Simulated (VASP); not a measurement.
A run of VASP 6.6.1:

INCAR

```
SYSTEM = MgS
PREC = Accurate ; ENCUT = 520
EDIFF = 1E-6 ; ISMEAR = 0
SIGMA = 0.01 ; LREAL = .False.
LASPH = .True. ; NELM = 100
ALGO = Normal ; ISIF = 2
LWAVE = .False. ; LCHARG = .True.
GGA = CA ; LELF = .True.
LVHAR = .True. ; NBANDS = 11
```

The input KPOINTS:

```
regular mesh
0
Gamma
  8 8 8
  0 0 0
```

Contents of POSCAR:

```
MgS
1.0
    2.4505819290      2.4505819290      0.0000000000
   -2.4505819290      2.4505819290      0.0000000000
    0.0000000000      2.4505819290      2.4505819290
Mg S
1 1
Direct
    0.0000000000      0.0000000000      0.0000000000
    0.5000000000      0.5000000000      0.0000000000
```

Potentials or basis: VASP PAW LDA potentials, release 64 (Mg, S).

The run is started by

```console
$ cat potpaw_LDA.64/Mg/POTCAR potpaw_LDA.64/S/POTCAR > POTCAR
$ mpirun -np 1 vasp_std > vasp.out
```

Hardware: 1 thread of Intel(R) Xeon(R) Platinum 8259CL CPU @ 2.50GHz (Skylake/Cascade Lake) (shared host).

Estimate the wall time of this run.

Run time: 10 s on 1 thread of Intel(R) Xeon(R) Platinum 8259CL CPU @ 2.50GHz (Skylake/Cascade Lake), on a shared host, peak memory 0.14 GiB. Counts: scf iterations 12, k points 29.
